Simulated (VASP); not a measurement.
**CuI: single point with PBEsol**

Crystal: CuI.

```
I Cu
1.0
     4.03492    0.00000    0.00000
     0.00000    4.03492    0.00000
     0.00000    0.00000    6.46291
I Cu
2 2
Direct
  0.00000 0.50000 0.74303
  0.50000 0.00000 0.25697
  0.00000 0.00000 0.00000
  0.50000 0.50000 0.00000
```

```json
{
  "Program": "VASP 6.6.1",
  "Task": "single point",
  "Functional": "PBEsol",
  "Potentials or basis": "VASP PAW PBE potentials, release 64 (I, Cu)",
  "Cutoff": "520 eV",
  "k mesh": "7 × 7 × 4",
  "Occupations": "fermi-dirac, width 0.05 eV",
  "Spin": "no spin polarisation"
}
```

```yaml
Pressure: 0.3 GPa
Largest_force: 0.159 eV/Å
Band_gap_on_the_k_mesh: 1.57 eV
```

Forces on the atoms (eV/Å):
```
I    0.000  0.000 -0.159
I    0.000  0.000  0.159
Cu   0.000  0.000  0.000
Cu   0.000  0.000  0.000
```

Stress tensor (GPa, compression positive):
```
0.17 0.00 0.00
0.00 0.17 0.00
0.00 0.00 0.70
```

Levels at points of the mesh, in eV from the valence-band top:
| k point | band 16 | band 17 | band 18 | band 19 | band 20 | band 21 |
| --- | --- | --- | --- | --- | --- | --- |
| (0.00, 0.00, 0.00) | -0.86 | 0.00 | 0.00 | 1.57 | 3.00 | 3.23 |
| (0.00, 0.00, 0.50) | -1.30 | -0.32 | -0.32 | 3.21 | 3.32 | 3.39 |

Wall time 37 s on 1 thread of Intel(R) Xeon(R) 6975P-C (Granite Rapids) (shared host), peak memory 0.23 GiB.

Caveat: the PAW data sets were made with another functional, which shifts forces and pressure a little; spin-orbit coupling is left out, which moves the levels of the heavy elements; this functional lacks dispersion, which binds layers or chains, so the pressure and a relaxed spacing across them are unreliable.
